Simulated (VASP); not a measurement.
# Bi (Im-3m) in VASP: a series of runs, part 2 of 2

VASP 6.6.1. Earlier steps stand in the parts before.

## (3) Single point, PBEsol

This run uses another cell than the first one, of 15.56 Å³/atom, 1.094 times its volume.

File INCAR:

```
SYSTEM = Bi
ALGO     = Normal         ! electronic algorithm
EDIFF    = 1E-6           ! SCF threshold, eV
ENCUT    = 520            ! plane-wave cutoff, eV
GGA      = PS             ! functional
ISIF     = 2              ! what is computed and relaxed
ISMEAR   = 0              ! smearing method
LASPH    = .TRUE.         ! aspherical terms in the spheres
LCHARG   = .FALSE.        ! write CHGCAR
LREAL    = .FALSE.        ! projectors in reciprocal space
LWAVE    = .FALSE.        ! write WAVECAR
NBANDS   = 14             ! bands
NELM     = 60             ! most SCF steps
PREC     = Accurate       ! precision mode
SIGMA    = 0.05           ! smearing width, eV
```

File KPOINTS:

```
k-points
0
G
  20 20 20
  0 0 0
```

File POSCAR:

```
Bi
1.0
   -1.5726640237      1.5726640237      1.5726640237
    1.5726640237     -1.5726640237      1.5726640237
    1.5726640237      1.5726640237     -1.5726640237
Bi
1
Direct
    0.0000000000      0.0000000000      0.0000000000
```

Potentials or basis: VASP PAW PBE potentials, release 64 (Bi_d).

Run with:

```bash
$ cat potpaw_PBE.64/Bi_d/POTCAR > POTCAR
$ mpirun -np 1 vasp_std > vasp.out
```

OUTCAR:

```text
SYSTEM = Bi
   EDIFF = 1E-6
   ENCUT = 520
   GGA = PS
   ISIF = 2
   ISMEAR = 0
   LASPH = .TRUE.
   LREAL = .FALSE.
   NELM = 60
   PREC = Accurate

 ion  position               nearest neighbor table
   1  0.000  0.000  0.000-

  LATTYP: Found a body centered cubic cell.
 ALAT       =     3.1453280474

  Lattice vectors:

 A1 = (  -1.5726640237,   1.5726640237,   1.5726640237)
 A2 = (   1.5726640237,  -1.5726640237,   1.5726640237)
 A3 = (   1.5726640237,   1.5726640237,  -1.5726640237)

Analysis of symmetry for initial positions (statically):
=====================================================================
 Subroutine PRICEL returns:
 Original cell was already a primitive cell.

 Routine SETGRP: Setting up the symmetry group for a
 body centered cubic supercell.

 Subroutine GETGRP returns: Found 48 space group operations
 (whereof 48 operations were pure point group operations)
 out of a pool of 48 trial point group operations.

The static configuration has the point symmetry O_h .

Analysis of symmetry for dynamics (positions and initial velocities):
=====================================================================
 Subroutine PRICEL returns:
 Original cell was already a primitive cell.

 Routine SETGRP: Setting up the symmetry group for a
 body centered cubic supercell.

 Subroutine GETGRP returns: Found 48 space group operations
 (whereof 48 operations were pure point group operations)
 out of a pool of 48 trial point group operations.

The dynamic configuration has the point symmetry O_h .

 Subroutine INISYM returns: Found 48 space group operations
 (whereof 48 operations are pure point group operations),
 and found     1 'primitive' translations

----------------------------------------------------------------------------------------

                                     Primitive cell

  volume of cell :      15.5585

  direct lattice vectors                    reciprocal lattice vectors
    -1.572664024  1.572664024  1.572664024     0.000000000  0.317931861  0.317931861
     1.572664024 -1.572664024  1.572664024     0.317931861  0.000000000  0.317931861
     1.572664024  1.572664024 -1.572664024     0.317931861  0.317931861  0.000000000

  length of vectors
     2.723933992  2.723933992  2.723933992     0.449623550  0.449623550  0.449623550

  position of ions in fractional coordinates (direct lattice)
     0.000000000  0.000000000  0.000000000

  ion indices of the primitive-cell ions
   primitive index   ion index
                 1           1

----------------------------------------------------------------------------------------

 KPOINTS: k-points

Automatic generation of k-mesh.
 Grid dimensions read from file:
 generate k-points for:   20   20   20

 Generating k-lattice:

  Cartesian coordinates                     Fractional coordinates (reciprocal lattice)
     0.000000000  0.015896593  0.015896593     0.050000000  0.000000000  0.000000000
     0.015896593  0.000000000  0.015896593     0.000000000  0.050000000  0.000000000
     0.015896593  0.015896593  0.000000000     0.000000000  0.000000000  0.050000000

  Length of vectors
     0.022481177  0.022481177  0.022481177

  Shift w.r.t. Gamma in fractional coordinates (k-lattice)
     0.000000000  0.000000000  0.000000000

 Subroutine IBZKPT returns following result:
 ===========================================

 Found    256 irreducible k-points:

 Following reciprocal coordinates:
            Coordinates               Weight
  0.000000  0.000000  0.000000      1.000000
  0.050000  0.000000  0.000000     12.000000
  0.100000  0.000000  0.000000     12.000000
  0.150000  0.000000  0.000000     12.000000
  0.200000  0.000000  0.000000     12.000000
  0.250000  0.000000  0.000000     12.000000
[... 16 lines left out ...]
  0.200000  0.100000 -0.000000     48.000000
  0.250000  0.100000  0.000000     48.000000
 [... further k-points ...]
   k-points           NKPTS =    256   k-points in BZ     NKDIM =    256   number of bands    NBANDS=     14
   number of dos      NEDOS =    301   number of ions     NIONS =      1
   total plane-waves  NPLWV =   8000
   dimension x,y,z NGX =    20 NGY =   20 NGZ =   20
   dimension x,y,z NGXF=    40 NGYF=   40 NGZF=   40
   ions per type =               1
   NGX,Y,Z   is equivalent  to a cutoff of  12.21, 12.21, 12.21 a.u.
   NGXF,Y,Z  is equivalent  to a cutoff of  24.41, 24.41, 24.41 a.u.
 SYSTEM =  Bi
   PREC   = accura    normal or accurate (medium, high low for compatibility)
   ISTART =      0    job   : 0-new  1-cont  2-samecut
   ICHARG =      2    charge: 1-file 2-atom 10-const
   ISPIN  =      1    spin polarized calculation?
   LNONCOLLINEAR =      F non collinear calculations
   LSORBIT =      F    spin-orbit coupling
   LASPH  =      T    aspherical Exc in radial PAW
   ENCUT  =  520.0 eV  38.22 Ry    6.18 a.u.   5.06  5.06  5.06*2*pi/ulx,y,z
   NELM   =     60;   NELMIN=  2; NELMDL= -5     # of ELM steps
   EDIFF  = 0.1E-05   stopping-criterion for ELM
   LREAL  =      F    real-space projection
   EDIFFG = 0.1E-04   stopping-criterion for IOM
   NSW    =      0    number of steps for IOM
   IBRION =     -1    ionic relax: 0-MD 1-quasi-New 2-CG
   NFREE  =      0    steps in history (QN), initial steepest desc. (CG)
   ISIF   =      2    stress and relaxation
   ISYM   =      2    0-nonsym 1-usesym 2-fastsym
   POTIM  = 0.5000    time-step for ionic-motion
   TEBEG  =    0.0;   TEEND  =   0.0 temperature during run
   PSTRESS=    0.0 pullay stress
   NELECT =      15.0000    total number of electrons
   NUPDOWN=      -1.0000    fix difference up-down
   EMIN   =  10.00;   EMAX   =-10.00  energy-range for DOS
   EFERMI =   0.00;   METHOD = LEGACY
   ISMEAR =     0;   SIGMA  =   0.05  broadening in eV -4-tet -1-fermi 0-gaus
   EFERMI_NEDOS =   21; number of points for ismear=-14 and -15
   IALGO  =     38    algorithm
   IMIX   =      4    mixing-type and parameters
     AMIX     =   0.40;   BMIX     =  1.00
     AMIX_MAG =   1.60;   BMIX_MAG =  1.00
  volume/ion in A,a.u.               =      15.56       104.99
  Fermi-wavevector in a.u.,A,eV,Ry     =   1.617270  3.056198 35.586902  2.615564
  Thomas-Fermi vector in A             =   2.711722
   LORBIT       =      0    0 simple, 1 ext, 2 COOP (PROOUT), +10 PAW based schemes
   GGA     = PS    functional components
   LHFCALC =     F    Hartree Fock is set to
   AEXX    =    0.0000 exact exchange contribution
   IVDW    =     0    specifies the selected vdW correction
   LEPSILON=     F    determine dielectric tensor
   LRPA    =     F    only Hartree local field effects (RPA)
 non-spin polarized calculation
 Gauss-broadening in eV      SIGMA  =   0.05
  energy-cutoff  :      520.00
  volume of cell :       15.56
 maximum number of plane-waves:       431
   NGX = 11   NGY = 11   NGZ = 11

 number of electron      14.9999996 magnetization

 Free energy of the ion-electron system (eV)
  ---------------------------------------------------
  ext. energy  EPLUGINS =         0.00000000
  ---------------------------------------------------
  free energy    TOTEN  =         0.25215477 eV

  energy without entropy =        0.25295914  energy(sigma->0) =        0.25255696

 E-fermi :  20.1811     XC(G=0): -14.2035

 val. band max:       20.1676561521   @ k =   0.2500   0.0000   0.0000
 cond. band min:      20.1832477513   @ k =  -0.4500  -0.4500   0.3500
 fundamental gap:      0.0155915992
 Fermi energy:        20.1811211902

 k-point     1 :       0.0000    0.0000    0.0000
  band No.  band energies     occupation
      1      -4.8935      2.00000
      2      -4.8935      2.00000
      3      -4.8935      2.00000
      4      -3.9299      2.00000
      5      -3.9299      2.00000
      6      -1.1976      2.00000
      7      29.1582      0.00000
      8      29.1582      0.00000
      9      29.1582      0.00000
     10      32.3595      0.00000
     11      32.3595      0.00000
     12      32.3595      0.00000
     13      36.5516      0.00000
     14      36.5516      0.00000
[... 375 lines left out ...]
 k-point    24 :       0.2500    0.1000    0.0000
  band No.  band energies     occupation
      1      -5.1231      2.00000
      2      -4.9193      2.00000
      3      -4.0906      2.00000
      4      -3.9830      2.00000
      5      -3.8790      2.00000
      6       2.6394      2.00000
      7      17.7596      2.00000
      8      22.9277      0.00000
      9      25.2972      0.00000
     10      30.1780      0.00000
     11      32.3777      0.00000
     12      33.3891      0.00000
     13      37.7107      0.00000
     14      39.7706      0.00000

 [... further k-points ...]
[... 5 lines left out ...]
  --------------------------------------------------------------------------------------
  -------------------------------------------------------------------------------------
  Total       17.9326906     17.9326906     17.9326906     -0.0000000      0.0000000     -0.0000000
  in kB     1846.6653079   1846.6653079   1846.6653079     -0.0000000      0.0000000     -0.0000000
  external PRESSURE =    1846.6653079 kB  Pullay stress =       0.0000000 kB

 VOLUME and BASIS-vectors are now :
 -----------------------------------------------------------------------------
  energy-cutoff  :      520.00
  volume of cell :       15.56
      direct lattice vectors                 reciprocal lattice vectors
    -1.572664024  1.572664024  1.572664024     0.000000000  0.317931861  0.317931861
     1.572664024 -1.572664024  1.572664024     0.317931861  0.000000000  0.317931861
     1.572664024  1.572664024 -1.572664024     0.317931861  0.317931861  0.000000000

 POSITION                                       TOTAL-FORCE (eV/Angst)
 -----------------------------------------------------------------------------------
      0.00000      0.00000      0.00000        -0.000000      0.000000     -0.000000
 -----------------------------------------------------------------------------------
    total drift:                                0.000000     -0.000000      0.000000

  FREE ENERGIE OF THE ION-ELECTRON SYSTEM (eV)
  ---------------------------------------------------
  free  energy   TOTEN  =         0.2521547719 eV

  energy  without entropy=        0.2529591419  energy(sigma->0) =        0.25255696
```

Wall time 22 s (1 thread of Intel Xeon 6975P-C, shared host); peak memory 0.16 GiB.

What came out:

```yaml
Free_energy: 0.2522 eV
Pressure: 184.7 GPa
```

Caveat: the PAW data sets were made with another functional, which shifts forces and pressure a little; spin-orbit coupling is left out, which moves the levels of the heavy elements.

## (4) Single point, PBEsol

This run uses another cell than the first one, of 16.37 Å³/atom, 1.151 times its volume.

File INCAR:

```
SYSTEM = Bi
ALGO = Normal ; EDIFF = 1E-6
ENCUT = 520 ; GGA = PS
ISIF = 2 ; ISMEAR = 0
LASPH = .True. ; LCHARG = .False.
LREAL = .False. ; LWAVE = .False.
NBANDS = 14 ; NELM = 100
PREC = Accurate ; SIGMA = 0.05
```

File KPOINTS:

```
k-points
0
Gamma
  20 20 20
  0 0 0
```

File POSCAR:

```
Bi
1.0
   -1.5995670715      1.5995670715      1.5995670715
    1.5995670715     -1.5995670715      1.5995670715
    1.5995670715      1.5995670715     -1.5995670715
Bi
1
Direct
    0.0000000000      0.0000000000      0.0000000000
```

Run with:

```bash
$ cat potpaw_PBE.64/Bi_d/POTCAR > POTCAR
$ mpirun -np 1 vasp_std > vasp.out
```

Run time: 26 s. Hardware: 1 thread of Intel Xeon 6975P-C, shared host; peak memory 0.18 GiB.

It converged, with:

| Property | Result |
| --- | --- |
| Free energy | -0.5969 eV |
| Pressure | 151.1 GPa |

Levels at points of the mesh, in eV from the Fermi level:
```tsv
k point	band 6	band 7	band 8	band 9	band 10	band 11
(0.00, 0.00, 0.00)	-20.55	9.26	9.26	9.26	11.52	11.52
(0.50, 0.00, 0.00)	-11.91	-10.36	2.79	3.83	9.52	10.06
(0.50, 0.50, 0.50)	-5.30	-4.06	-4.06	-4.06	3.19	3.19
```

Caveat: the PAW data sets were made with another functional, which shifts forces and pressure a little; spin-orbit coupling is left out, which moves the levels of the heavy elements.

## (5) Summary

| cell | gap on the mesh (eV) | pressure (GPa) |
| --- | --- | --- |
| a = 2.644 Å, angles 109.5°, 1 atom | none | 258.9 |
| a = 2.724 Å, angles 109.5°, 1 atom | none | 184.7 |
| a = 2.771 Å, angles 109.5°, 1 atom | none | 151.1 |

Alike in all rows: task single point; level PBEsol; potentials or basis VASP PAW PBE potentials, release 64 (Bi_d); no spin polarisation; k mesh 20 × 20 × 20; cutoff (eV) 520; smearing gaussian 0.05 eV.

Caveats: the PAW data sets were made with another functional, which shifts forces and pressure a little; spin-orbit coupling is left out, which moves the levels of the heavy elements.

Total energies depend on the potentials used, so only differences within one code and one set of settings carry meaning.
